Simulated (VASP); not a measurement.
# Ru (P6_3/mmc) in VASP: a series of runs, part 2 of 2

VASP 6.6.1. The steps go on from the part before.

## (5) Relaxation of cell and atoms, PBE

INCAR reads:

```
PREC     = Accurate       # precision mode
ENCUT    = 600            # plane-wave cutoff, eV
EDIFF    = 1E-6           # SCF threshold, eV
ISMEAR   = -1             # smearing method
SIGMA    = 0.15           # smearing width, eV
LREAL    = F              # projectors in reciprocal space
LASPH    = T              # aspherical terms in the spheres
NELM     = 60             # most SCF steps
ALGO     = Fast           # electronic algorithm
ISIF     = 3              # what is computed and relaxed
LWAVE    = F              # write WAVECAR
LCHARG   = F              # write CHGCAR
GGA      = PE             # functional
IBRION   = 2              # ionic algorithm
NSW      = 80             # ionic steps
EDIFFG   = -0.001         # ionic threshold
```

KPOINTS reads:

```
Automatic mesh
0
Gamma
  18 18 10
```

POSCAR reads:

```
Ru
1.0
    2.7199297361      0.0000000000      0.0000000000
   -1.3599648680      2.3555282480      0.0000000000
    0.0000000000      0.0000000000      4.2965183353
Ru
2
Direct
    0.3333333333      0.6666666667      0.2500000000
    0.6666666667      0.3333333333      0.7500000000
```

Potentials or basis: VASP PAW PBE potentials, release 64 (Ru_pv).

Launch:

```console
$ cat potpaw_PBE.64/Ru_pv/POTCAR > POTCAR
$ mpirun -np 1 vasp_std > vasp.out
```

OUTCAR:

```text
PREC = Accurate
   ENCUT = 600
   EDIFF = 1E-6
   ISMEAR = -1
   LREAL = F
   LASPH = T
   NELM = 60
   ISIF = 3
   GGA = PE
   IBRION = 2
   NSW = 80
   EDIFFG = -0.001

 ion  position               nearest neighbor table
   1  0.333  0.667  0.250-   2 2.66   2 2.66   2 2.66   2 2.66   2 2.66   2 2.66
   2  0.667  0.333  0.750-   1 2.66   1 2.66   1 2.66   1 2.66   1 2.66   1 2.66

  LATTYP: Found a hexagonal cell.
 ALAT       =     2.7199297361
 C/A-ratio  =     1.5796431350

  Lattice vectors:

 A1 = (   2.7199297361,   0.0000000000,   0.0000000000)
 A2 = (  -1.3599648680,   2.3555282480,   0.0000000000)
 A3 = (   0.0000000000,   0.0000000000,   4.2965183353)

Analysis of symmetry for initial positions (statically):
=====================================================================
 Subroutine PRICEL returns:
 Original cell was already a primitive cell.

 Routine SETGRP: Setting up the symmetry group for a
 hexagonal supercell.

 Subroutine GETGRP returns: Found 24 space group operations
 (whereof 12 operations were pure point group operations)
 out of a pool of 24 trial point group operations.

The static configuration has the point symmetry D_3d.
 The point group associated with its full space group is D_6h.

Analysis of symmetry for dynamics (positions and initial velocities):
=====================================================================
 Subroutine PRICEL returns:
 Original cell was already a primitive cell.

 Routine SETGRP: Setting up the symmetry group for a
 hexagonal supercell.

 Subroutine GETGRP returns: Found 24 space group operations
 (whereof 12 operations were pure point group operations)
 out of a pool of 24 trial point group operations.

The dynamic configuration has the point symmetry D_3d.
 The point group associated with its full space group is D_6h.

 Subroutine INISYM returns: Found 24 space group operations
[... 138 lines left out ...]

 number of electron      28.0000004 magnetization

 Free energy of the ion-electron system (eV)
  ---------------------------------------------------
  ext. energy  EPLUGINS =         0.00000000
  ---------------------------------------------------
  free energy    TOTEN  =       -18.53154558 eV

  energy without entropy =      -18.40354827  energy(sigma->0) =      -18.46754692

------------------------ aborting loop because EDIFF is reached ----------------------------------------

  FORCE on cell =-STRESS in cart. coord.  units (eV):
  Direction    XX          YY          ZZ          XY          YZ          ZX
  --------------------------------------------------------------------------------------
  -------------------------------------------------------------------------------------
  Total        0.0915332      0.0915332      0.0512508      0.0000000      0.0000000      0.0000000
  in kB        5.3275353      5.3275353      2.9829668      0.0000000      0.0000000      0.0000000
  external PRESSURE =       4.5460125 kB  Pullay stress =       0.0000000 kB
[... 89 lines left out ...]
  FREE ENERGIE OF THE ION-ELECTRON SYSTEM (eV)
  ---------------------------------------------------
  free  energy   TOTEN  =       -18.5316019237 eV

  energy  without entropy=      -18.4032900033  energy(sigma->0) =      -18.46744596

[... ionic steps 4 to 14 ...]

--------------------------------------- Ionic step       15  -------------------------------------------

 number of electron      28.0000004 magnetization

------------------------ aborting loop because EDIFF is reached ----------------------------------------
[... 67 lines left out ...]
--------------------------------------- Ionic step       17  -------------------------------------------

 number of electron      28.0000004 magnetization

 Free energy of the ion-electron system (eV)
  ---------------------------------------------------
  ext. energy  EPLUGINS =         0.00000000
  ---------------------------------------------------
  free energy    TOTEN  =       -18.53160537 eV

  energy without entropy =      -18.40332469  energy(sigma->0) =      -18.46746503

 E-fermi :  12.5807     XC(G=0): -14.0255

 val. band max:       12.5775492840   @ k =   0.0000   0.0000   0.2000
 cond. band min:      12.5815384171   @ k =   0.2222   0.1111   0.1000
 fundamental gap:      0.0039891331
 Fermi energy:        12.5806859205

 k-point     1 :       0.0000    0.0000    0.0000
  band No.  band energies     occupation
      1     -31.0237      2.00000
      2     -30.1348      2.00000
      3     -30.1348      2.00000
      4     -29.9704      2.00000
      5     -29.9704      2.00000
      6     -29.9302      2.00000
[... 481 lines left out ...]
      5     -30.2087      2.00000
      6     -30.1331      2.00000
[... 10 lines left out ...]
     17      16.2355      0.00000
     18      19.8390      0.00000

 [... further k-points ...]

------------------------ aborting loop because EDIFF is reached ----------------------------------------

  FORCE on cell =-STRESS in cart. coord.  units (eV):
  Direction    XX          YY          ZZ          XY          YZ          ZX
  --------------------------------------------------------------------------------------
  -------------------------------------------------------------------------------------
  Total       -0.0010507     -0.0010507      0.0013249     -0.0000000      0.0000000     -0.0000000
  in kB       -0.0610667     -0.0610667      0.0770057     -0.0000000      0.0000000     -0.0000000
  external PRESSURE =      -0.0150426 kB  Pullay stress =       0.0000000 kB
[... 17 lines left out ...]
  FREE ENERGIE OF THE ION-ELECTRON SYSTEM (eV)
  ---------------------------------------------------
  free  energy   TOTEN  =       -18.5316053655 eV

  energy  without entropy=      -18.4033246886  energy(sigma->0) =      -18.46746503

 reached required accuracy - stopping structural energy minimisation
```

OSZICAR:

```text
N       E                     dE             d eps       ncg     rms          rms(c)
DAV:   1     0.308275388652E+03    0.30828E+03   -0.19492E+04  8000   0.191E+03
DAV:   2    -0.124405799988E+02   -0.32072E+03   -0.31485E+03  8428   0.522E+02
DAV:   3    -0.198052869701E+02   -0.73647E+01   -0.71000E+01  8364   0.835E+01
[... 89 lines left out ...]
  16 F= -.18531605E+02 E0= -.18467471E+02  d E =0.474507E-06
       N       E                     dE             d eps       ncg     rms          rms(c)
DAV:   1    -0.185316071863E+02   -0.27094E-05   -0.43813E-05  8062   0.790E-02    0.111E-02
RMM:   2    -0.185316055566E+02    0.16298E-05   -0.51600E-06  6235   0.222E-02    0.205E-03
RMM:   3    -0.185316053655E+02    0.19108E-06   -0.60703E-07  3993   0.608E-03
  17 F= -.18531605E+02 E0= -.18467465E+02  d E =-.291554E-06
```

CONTCAR:

```text
Ru
   1.00000000000000
     2.7217425111365969    0.0000000000000384   -0.0000000000000000
    -1.3608712555182318    2.3570981572330774   -0.0000000000000000
     0.0000000000000000    0.0000000000000000    4.2968200594754684
  Ru
     2
Direct
     0.3333333332999970    0.6666666667000030    0.2500000000000000
     0.6666666667000030    0.3333333332999970    0.7500000000000000

  0.00000000E+00  0.00000000E+00  0.00000000E+00
  0.00000000E+00  0.00000000E+00  0.00000000E+00
```

Wall time 7.5 min (1 thread of Intel Xeon 8259CL, shared host); peak memory 0.22 GiB.

What came out:

| Property | Result |
| --- | --- |
| Free energy | -18.5316 eV |
| Relaxed volume | 13.78 Å³/atom |
| Relaxed cell | a = 2.722 Å, b = 2.722 Å, c = 4.297 Å, α = 90.00°, β = 90.00°, γ = 120.00° |
| Space group after relaxing (to 0.1 Å) | P6_3/mmc (No. 194) |
| Energy gained by relaxing | 0.0 meV/atom |
| Ionic steps | 17 |
| Pressure after relaxing | 0.0 GPa |
| Band gap on the k mesh | zero (bands 14 and 15 overlap by 3.06 eV) |

Final structure:
```xyz
2
Lattice="2.7217 0.0000 0.0000 -1.3609 2.3571 0.0000 0.0000 0.0000 4.2968" Properties=species:S:1:pos:R:3 pbc="T T T"
Ru    0.0000    1.5714    1.0742
Ru    1.3609    0.7857    3.2226
```

## (6) The runs side by side

```tsv
task	cell	cutoff (eV)	smearing	gap on the mesh (eV)	pressure (GPa)	relaxed volume (Å³/atom)
single point	a = 2.720, b = 2.720, c = 4.297 Å, angles 90.0, 90.0, 120.0°, 2 atoms	520	gaussian 0.1 eV	none	-0.1	-
single point	a = 2.722, b = 2.722, c = 4.297 Å, angles 90.0, 90.0, 120.0°, 2 atoms	520	fermi-dirac 0.15 eV	none	-0.1	-
relaxation of cell and atoms	relaxed from a = 2.706, b = 2.706, c = 4.282 Å, angles 90.0, 90.0, 120.0°, 2 atoms	600	gaussian 0.1 eV	none	0.0	13.76
relaxation of cell and atoms	relaxed from a = 2.720, b = 2.720, c = 4.297 Å, angles 90.0, 90.0, 120.0°, 2 atoms	600	fermi-dirac 0.15 eV	none	0.0	13.78
```

Alike in all rows: level PBE; potentials or basis VASP PAW PBE potentials, release 64 (Ru_pv); no spin polarisation; k mesh 18 × 18 × 10.

Absolute energies hang on the potentials; compare differences alone.
